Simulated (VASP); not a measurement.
# CdSe (P6_3mc) in VASP: a series of runs

Aim: see how the results for CdSe move with the level of theory and the settings. Levels: PBEsol, PBEsol-based global hybrid with 25 % exact exchange. Tasks: single point.

All numbers are computed with VASP 6.6.1; they aren't measurements. Logs are shortened: lines on timing, memory, paths and dates and some standing lists are left out, and cuts for length are marked.

### 1 The cell of the first run

It takes space group P6_3mc (No. 186, hexagonal). The conventional cell has a = 4.212 Å, b = 4.212 Å, c = 6.877 Å, α = 90.00°, β = 90.00°, γ = 120.00°. Cd (site symmetry 3m) has 4 Se at 2.56 to 2.65 Å within 3.4 Å. Within 3.4 Å of Se (site symmetry 3m) lie 4 Cd at 2.56 to 2.65 Å.

### 2 Single point, PBEsol, non-collinear spin, zero start, spin-orbit coupling

INCAR reads:

```
SYSTEM = CdSe
PREC     = Accurate       ! precision mode
ENCUT    = 520            ! plane-wave cutoff, eV
EDIFF    = 1E-7           ! SCF threshold, eV
ISMEAR   = -1             ! smearing method
SIGMA    = 0.05           ! smearing width, eV
LREAL    = .FALSE.        ! projectors in reciprocal space
LASPH    = .TRUE.         ! aspherical terms in the spheres
NELM     = 150            ! most SCF steps
ALGO     = Normal         ! electronic algorithm
ISIF     = 2              ! what is computed and relaxed
LWAVE    = .FALSE.        ! write WAVECAR
LCHARG   = .TRUE.         ! write CHGCAR
MAGMOM   = 0 0 0 0 0 0 0 0 0 0 0 0 ! initial moments
LORBIT   = 11             ! projections on sites
LSORBIT  = .TRUE.         ! spin-orbit coupling
GGA_COMPAT= .FALSE.      
LORBMOM  = .TRUE.       
GGA      = PS             ! functional
LVHAR    = .TRUE.       
NBANDS   = 50             ! bands
```

KPOINTS reads:

```
regular mesh
0
G
  7 7 4
  0 0 0
```

POSCAR reads:

```
CdSe
1.0
    4.2122202675      0.0000000000      0.0000000000
   -2.1061101337      3.6478897580      0.0000000000
    0.0000000000      0.0000000000      6.8766944832
Cd Se
2 2
Direct
    0.6666666667      0.3333333333      0.5000000000
    0.3333333333      0.6666666667      0.0000000000
    0.6666666667      0.3333333333      0.8850000000
    0.3333333333      0.6666666667      0.3850000000
```

Potentials or basis: VASP PAW PBE potentials, release 64 (Cd, Se).

Launch:

```console
$ cat potpaw_PBE.64/Cd/POTCAR potpaw_PBE.64/Se/POTCAR > POTCAR
$ mpirun -np 1 vasp_ncl > vasp.out
```

OUTCAR:

```text
SYSTEM = CdSe
   PREC = Accurate
   ENCUT = 520
   EDIFF = 1E-7
   ISMEAR = -1
   LREAL = .FALSE.
   LASPH = .TRUE.
   NELM = 150
   ISIF = 2
   LORBIT = 11
   LSORBIT = .TRUE.
   GGA = PS

 ion  position               nearest neighbor table
   1  0.667  0.333  0.500-   4 2.56   4 2.56   4 2.56   3 2.65
   2  0.333  0.667  0.000-   3 2.56   3 2.56   3 2.56   4 2.65
   3  0.667  0.333  0.885-   2 2.56   2 2.56   2 2.56   1 2.65
   4  0.333  0.667  0.385-   1 2.56   1 2.56   1 2.56   2 2.65

  LATTYP: Found a hexagonal cell.
 ALAT       =     4.2122202675
 C/A-ratio  =     1.6325581395

  Lattice vectors:

 A1 = (   4.2122202675,   0.0000000000,   0.0000000000)
 A2 = (  -2.1061101337,   3.6478897580,   0.0000000000)
 A3 = (   0.0000000000,   0.0000000000,   6.8766944832)

Analysis of symmetry for initial positions (statically):
=====================================================================
 Subroutine PRICEL returns:
 Original cell was already a primitive cell.

 Routine SETGRP: Setting up the symmetry group for a
 hexagonal supercell.

 Subroutine GETGRP returns: Found 12 space group operations
 (whereof  6 operations were pure point group operations)
 out of a pool of 24 trial point group operations.

The static configuration has the point symmetry C_3v.
 The point group associated with its full space group is C_6v.

Analysis of symmetry for dynamics (positions and initial velocities):
=====================================================================
 Subroutine PRICEL returns:
 Original cell was already a primitive cell.

 Routine SETGRP: Setting up the symmetry group for a
 hexagonal supercell.

 Subroutine GETGRP returns: Found 12 space group operations
 (whereof  6 operations were pure point group operations)
 out of a pool of 24 trial point group operations.

The dynamic configuration has the point symmetry C_3v.
 The point group associated with its full space group is C_6v.

Analysis of structural, dynamic, and magnetic symmetry:
=====================================================================
 Subroutine PRICEL returns:
 Original cell was already a primitive cell.

 Routine SETGRP: Setting up the symmetry group for a
 hexagonal supercell.

 Subroutine GETGRP returns: Found 12 space group operations
 (whereof  6 operations were pure point group operations)
 out of a pool of 24 trial point group operations.

The overall configuration has the point symmetry C_3v.
 The point group associated with its full space group is C_6v.

 Subroutine INISYM returns: Found 12 space group operations
 (whereof  6 operations are pure point group operations),
 and found     1 'primitive' translations

----------------------------------------------------------------------------------------

                                     Primitive cell

  volume of cell :     105.6653

  direct lattice vectors                    reciprocal lattice vectors
     4.212220268  0.000000000  0.000000000     0.237404489  0.137065546  0.000000000
    -2.106110134  3.647889758  0.000000000     0.000000000  0.274131091  0.000000000
     0.000000000  0.000000000  6.876694483     0.000000000  0.000000000  0.145418704

  length of vectors
     4.212220268  4.212220267  6.876694483     0.274131091  0.274131091  0.145418704

  position of ions in fractional coordinates (direct lattice)
     0.666666667  0.333333333  0.500000000
     0.333333333  0.666666667  0.000000000
     0.666666667  0.333333333  0.885000000
     0.333333333  0.666666667  0.385000000

  ion indices of the primitive-cell ions
   primitive index   ion index
                 1           1
                 2           2
                 3           3
                 4           4

----------------------------------------------------------------------------------------

 KPOINTS: regular mesh

Automatic generation of k-mesh.
 Grid dimensions read from file:
[... 111 lines left out ...]
  ext. energy  EPLUGINS =         0.00000000
  ---------------------------------------------------
  free energy    TOTEN  =       -12.33182418 eV

  energy without entropy =      -12.33179556  energy(sigma->0) =      -12.33180987

 E-fermi :   1.7538     XC(G=0):  -9.3797

 val. band max:        1.4410435755   @ k =   0.0000   0.0000   0.0000
 cond. band min:       2.0309323090   @ k =   0.0000   0.0000   0.0000
 fundamental gap:      0.5898887335
 Fermi energy:         1.7537535468

 k-point     1 :       0.0000    0.0000    0.0000
  band No.  band energies     occupation
      1     -11.6777      1.00000
      2     -11.6777      1.00000
      3     -11.2476      1.00000
      4     -11.2476      1.00000
      5      -7.1222      1.00000
      6      -7.1222      1.00000
[... 1213 lines left out ...]
     47       8.2483      0.00000
     48       8.2549      0.00000

 [... further k-points ...]

 [bands above 48 left out]

------------------------ aborting loop because EDIFF is reached ----------------------------------------

  FORCE on cell =-STRESS in cart. coord.  units (eV):
  Direction    XX          YY          ZZ          XY          YZ          ZX
  --------------------------------------------------------------------------------------
  -------------------------------------------------------------------------------------
  Total        3.4625553      3.4625553      1.6433504      0.0000000      0.0000000      0.0000000
  in kB       52.5018718     52.5018718     24.9177165      0.0000000      0.0000000      0.0000000
  external PRESSURE =      43.3071534 kB  Pullay stress =       0.0000000 kB

 VOLUME and BASIS-vectors are now :
 -----------------------------------------------------------------------------
  energy-cutoff  :      520.00
  volume of cell :      105.67
      direct lattice vectors                 reciprocal lattice vectors
     4.212220268  0.000000000  0.000000000     0.237404489  0.137065546  0.000000000
    -2.106110134  3.647889758  0.000000000     0.000000000  0.274131091  0.000000000
     0.000000000  0.000000000  6.876694483     0.000000000  0.000000000  0.145418704

 POSITION                                       TOTAL-FORCE (eV/Angst)
 -----------------------------------------------------------------------------------
      2.10611      1.21596      3.43835         0.000000     -0.000000      0.344014
     -0.00000      2.43193      0.00000        -0.000000      0.000000      0.344014
      2.10611      1.21596      6.08587        -0.000000      0.000000     -0.344014
     -0.00000      2.43193      2.64753         0.000000     -0.000000     -0.344014
 -----------------------------------------------------------------------------------
    total drift:                               -0.000000      0.000000      0.000380

  FREE ENERGIE OF THE ION-ELECTRON SYSTEM (eV)
  ---------------------------------------------------
  free  energy   TOTEN  =       -12.3318241777 eV

  energy  without entropy=      -12.3317955591  energy(sigma->0) =      -12.33180987

 orbital moment (x)

 # of ion     p       d       tot
 ----------------------------------------
  1         0.000  -0.000  -0.000
  2        -0.000   0.000   0.000
  3        -0.000   0.000  -0.000
  4         0.000  -0.000   0.000
 ----------------------------------------
           -0.000   0.000   0.000

 orbital moment (y)

 # of ion     p       d       tot
 ----------------------------------------
  1         0.000  -0.000  -0.000
  2         0.000   0.000   0.000
  3         0.000   0.000   0.000
  4         0.000   0.000   0.000
 ----------------------------------------
            0.000   0.000   0.000

 orbital moment (z)

 # of ion     p       d       tot
 ----------------------------------------
  1         0.000   0.000   0.000
  2         0.000   0.000   0.000
  3         0.000   0.000   0.000
  4         0.000   0.000   0.000
 ----------------------------------------
            0.000   0.000   0.000

 Spin-Orbit-Coupling matrix elements

 Ion:    1  E_soc:     -0.0604091
 l=   1
     0.0000000    -0.0029538    -0.0031442
    -0.0029538     0.0000000    -0.0029538
    -0.0031442    -0.0029538     0.0000000
 l=   2
     0.0000000    -0.0014051     0.0000000    -0.0014051    -0.0056779
    -0.0014051     0.0000000    -0.0042332    -0.0013880    -0.0014051
     0.0000000    -0.0042332     0.0000000    -0.0042332     0.0000000
    -0.0014051    -0.0013880    -0.0042332     0.0000000    -0.0014051
    -0.0056779    -0.0014051     0.0000000    -0.0014051     0.0000000
 l=   3
     0.0000000     0.0000000     0.0000000     0.0000000     0.0000000     0.0000000     0.0000000
     0.0000000     0.0000000     0.0000000     0.0000000     0.0000000     0.0000000     0.0000000
     0.0000000     0.0000000     0.0000000     0.0000000     0.0000000     0.0000000     0.0000000
     0.0000000     0.0000000     0.0000000     0.0000000     0.0000000     0.0000000     0.0000000
[... 49 lines left out ...]
 l=   2
     0.0000000    -0.0000012     0.0000000    -0.0000012    -0.0000094
    -0.0000012     0.0000000    -0.0000061    -0.0000003    -0.0000012
     0.0000000    -0.0000061     0.0000000    -0.0000061     0.0000000
    -0.0000012    -0.0000003    -0.0000061     0.0000000    -0.0000012
    -0.0000094    -0.0000012     0.0000000    -0.0000012     0.0000000
 l=   3
     0.0000000     0.0000000     0.0000000     0.0000000     0.0000000     0.0000000     0.0000000
     0.0000000     0.0000000     0.0000000     0.0000000     0.0000000     0.0000000     0.0000000
     0.0000000     0.0000000     0.0000000     0.0000000     0.0000000     0.0000000     0.0000000
     0.0000000     0.0000000     0.0000000     0.0000000     0.0000000     0.0000000     0.0000000
     0.0000000     0.0000000     0.0000000     0.0000000     0.0000000     0.0000000     0.0000000
     0.0000000     0.0000000     0.0000000     0.0000000     0.0000000     0.0000000     0.0000000
     0.0000000     0.0000000     0.0000000     0.0000000     0.0000000     0.0000000     0.0000000

 total charge

# of ion       s       p       d       tot
------------------------------------------
    1        0.460   0.357   9.552  10.369
    2        0.460   0.357   9.552  10.369
    3        1.443   2.414   0.028   3.885
    4        1.443   2.414   0.028   3.885
--------------------------------------------------
tot          3.806   5.542  19.160  28.508

 magnetization (x)

# of ion       s       p       d       tot
------------------------------------------
    1        0.000  -0.000  -0.000   0.000
    2       -0.000   0.000   0.000  -0.000
    3        0.000  -0.000  -0.000  -0.000
    4        0.000   0.000   0.000   0.000
--------------------------------------------------
tot          0.000   0.000   0.000   0.000

 magnetization (y)

# of ion       s       p       d       tot
------------------------------------------
    1        0.000   0.000   0.000   0.000
    2        0.000   0.000   0.000   0.000
    3        0.000   0.000   0.000   0.000
    4       -0.000   0.000   0.000  -0.000
--------------------------------------------------
tot          0.000   0.000   0.000   0.000

 magnetization (z)

# of ion       s       p       d       tot
------------------------------------------
    1       -0.000  -0.000  -0.000  -0.000
    2       -0.000   0.000   0.000   0.000
    3       -0.000   0.000   0.000   0.000
    4        0.000  -0.000   0.000  -0.000
--------------------------------------------------
tot         -0.000   0.000   0.000  -0.000
```

Wall time 4.1 min (1 thread of Intel Xeon 6975P-C (Granite Rapids), shared host); peak memory 0.58 GiB.

Results:

| Quantity | Value |
| --- | --- |
| Free energy | -12.3318 eV |
| Pressure | 4.3 GPa |
| Largest force | 0.344 eV/Å |
| Net moment | 0.00 μB per cell |
| Valence electrons inside the program's atomic spheres | Cd 10.37; Se 3.88 |

Forces in eV/Å, atoms in the order of the input:
```
Cd   0.000  0.000  0.344
Cd   0.000  0.000  0.344
Se   0.000  0.000 -0.344
Se   0.000  0.000 -0.344
```

Moments on the atoms (μB; x, y, z):
```
Cd  0.00 0.00 0.00
Cd  0.00 0.00 0.00
Se  0.00 0.00 0.00
Se  0.00 0.00 0.00
```

Caveat: the cell stands under pressure; the PAW data sets were made with another functional, which shifts forces and pressure a little.

### 3 Single point, PBEsol, non-collinear spin, zero start, spin-orbit coupling

This run uses another cell than the first one, of 26.98 Å³/atom.

INCAR reads:

```
SYSTEM = CdSe
ALGO     = Normal         ! electronic algorithm
EDIFF    = 1E-6           ! SCF threshold, eV
ENCUT    = 520            ! plane-wave cutoff, eV
GGA      = PS             ! functional
GGA_COMPAT= .FALSE.      
ISIF     = 2              ! what is computed and relaxed
ISMEAR   = -1             ! smearing method
LASPH    = .TRUE.         ! aspherical terms in the spheres
LCHARG   = .FALSE.        ! write CHGCAR
LORBIT   = 11             ! projections on sites
LORBMOM  = .TRUE.       
LREAL    = .FALSE.        ! projectors in reciprocal space
LSORBIT  = .TRUE.         ! spin-orbit coupling
LWAVE    = .FALSE.        ! write WAVECAR
MAGMOM   = 0 0 0 0 0 0 0 0 0 0 0 0 ! initial moments
NBANDS   = 50             ! bands
NELM     = 150            ! most SCF steps
PREC     = Accurate       ! precision mode
SIGMA    = 0.05           ! smearing width, eV
```

KPOINTS reads:

```
k-points
0
G
  7 7 4
  0 0 0
```

POSCAR reads:

```
CdSe
1.0
    4.2418847678      0.0000000000      0.0000000000
   -2.1209423839      3.6735799689      0.0000000000
    0.0000000000      0.0000000000      6.9251235047
Cd Se
2 2
Direct
    0.6666666667      0.3333333333      0.5000000000
    0.3333333333      0.6666666667      0.0000000000
    0.6666666667      0.3333333333      0.8850000000
    0.3333333333      0.6666666667      0.3850000000
```

Potentials or basis: VASP PAW PBE potentials, release 64 (Cd, Se).

Launch:

```console
$ cat potpaw_PBE.64/Cd/POTCAR potpaw_PBE.64/Se/POTCAR > POTCAR
$ mpirun -np 1 vasp_ncl > vasp.out
```

Run time: 3.4 min. Hardware: 1 thread of Intel Xeon 6975P-C (Granite Rapids), shared host; peak memory 0.58 GiB.

It converged, with:

```
Free energy                                           : -12.3825 eV
Pressure                                              : 2.9 GPa
Largest force                                         : 0.319 eV/Å
Net moment                                            : 0.00 μB per cell
Valence electrons inside the program's atomic spheres : Cd 10.35; Se 3.87
```

Forces in eV/Å, atoms in the order of the input:
```
Cd   0.000  0.000  0.319
Cd   0.000  0.000  0.319
Se   0.000  0.000 -0.319
Se   0.000  0.000 -0.319
```

Stress tensor (GPa, compression positive):
```
3.73 0.00 0.00
0.00 3.73 0.00
0.00 0.00 1.28
```

Moments on the atoms (μB; x, y, z):
```
Cd  0.00 0.00 0.00
Cd  0.00 0.00 0.00
Se  0.00 0.00 0.00
Se  0.00 0.00 0.00
```

Caveat: the PAW data sets were made with another functional, which shifts forces and pressure a little.

### 4 Single point, PBEsol-based global hybrid with 25 % exact exchange

This run uses another cell than the first one, of 28.10 Å³/atom.

POSCAR reads:

```
CdSe
1.0
    4.3000000000      0.0000000000      0.0000000000
   -2.1500000000      3.7239092363      0.0000000000
    0.0000000000      0.0000000000      7.0200000000
Cd Se
2 2
Direct
    0.6666666667      0.3333333333      0.5000000000
    0.3333333333      0.6666666667      0.0000000000
    0.6666666667      0.3333333333      0.8850000000
    0.3333333333      0.6666666667      0.3850000000
```

INCAR.step1 reads:

```
SYSTEM = CdSe
PREC = Accurate
ENCUT = 520
EDIFF = 1E-5
ISMEAR = -1
SIGMA = 0.05
LREAL = .FALSE.
LASPH = .TRUE.
NELM = 100
ALGO = Normal
ISIF = 2
LWAVE = .TRUE.
LCHARG = .FALSE.
GGA = PE
NBANDS = 26
```

INCAR.step2 reads:

```
SYSTEM = CdSe
PREC = Accurate
ENCUT = 520
EDIFF = 1E-7
ISMEAR = -1
SIGMA = 0.05
LREAL = .FALSE.
LASPH = .TRUE.
NELM = 100
ALGO = Normal
ISIF = 2
LWAVE = .FALSE.
LCHARG = .FALSE.
GGA = PS
LHFCALC = .TRUE.
AEXX = 0.25
PRECFOCK = Normal
ISTART = 1
NBANDS = 26
```

KPOINTS reads:

```
Automatic mesh
0
G
  4 4 2
  0 0 0
```

Launch:

```console
$ cat potpaw_PBE.64/Cd/POTCAR potpaw_PBE.64/Se/POTCAR > POTCAR
$ cp INCAR.step1 INCAR
$ mpirun -np 1 vasp_std > vasp.out
$ cp INCAR.step2 INCAR
$ mpirun -np 1 vasp_std > vasp.out
```

Wall time 9.7 min (1 thread of Intel Xeon 6975P-C (Granite Rapids), shared host); peak memory 0.25 GiB.

The run converged. Its results:

```
Free energy            : -15.7704 eV
Pressure               : -0.2 GPa
Largest force          : 0.289 eV/Å
Band gap on the k mesh : 2.22 eV
```

Forces in eV/Å, atoms in the order of the input:
```
Cd   0.000  0.000  0.289
Cd   0.000  0.000  0.289
Se   0.000  0.000 -0.289
Se   0.000  0.000 -0.289
```

Stress tensor (GPa, compression positive):
```
 0.57  0.00  0.00
 0.00  0.57  0.00
 0.00  0.00 -1.60
```

Levels at points of the mesh, in eV from the valence-band top:
```csv
k point,band 16,band 17,band 18,band 19,band 20,band 21
"(0.00, 0.00, 0.00)",0.00,0.00,0.00,2.22,3.72,7.57
"(0.50, 0.00, 0.00)",-2.03,-1.35,-0.91,4.86,4.90,6.31
"(0.00, 0.00, 0.50)",-0.41,-0.41,-0.41,3.95,3.95,7.50
"(0.50, 0.00, 0.50)",-1.51,-1.40,-1.40,4.53,4.53,6.41
```

Caveat: the k points lie up to 0.45 Å⁻¹ apart; the PAW data sets were made with another functional, which shifts forces and pressure a little.

### 5 Summary

```tsv
level	spin	cell	k mesh	grid for exact exchange (PRECFOCK)	share of exact exchange	pressure (GPa)	moment (μB)	largest force (eV/Å)
PBEsol	non-collinear, zero start, SOC	a = 4.212, b = 4.212, c = 6.877 Å, angles 90.0, 90.0, 120.0°, 4 atoms	7 × 7 × 4	-	-	4.3	0.00	0.34
PBEsol	non-collinear, zero start, SOC	a = 4.242, b = 4.242, c = 6.925 Å, angles 90.0, 90.0, 120.0°, 4 atoms	7 × 7 × 4	-	-	2.9	0.00	0.32
PBEsol-based global hybrid with 25 % exact exchange	off	a = 4.300, b = 4.300, c = 7.020 Å, angles 90.0, 90.0, 120.0°, 4 atoms	4 × 4 × 2	Normal	0.25	-0.2	-	0.29
```

Alike in all rows: task single point; potentials or basis VASP PAW PBE potentials, release 64 (Cd, Se); cutoff (eV) 520; smearing fermi-dirac 0.05 eV.

Caveats: some runs use coarse meshes; the PAW data sets were made with another functional, which shifts forces and pressure a little; the cell stands under pressure (at least some runs).

Total energies depend on the potentials used, so only differences within one code and one set of settings carry meaning.
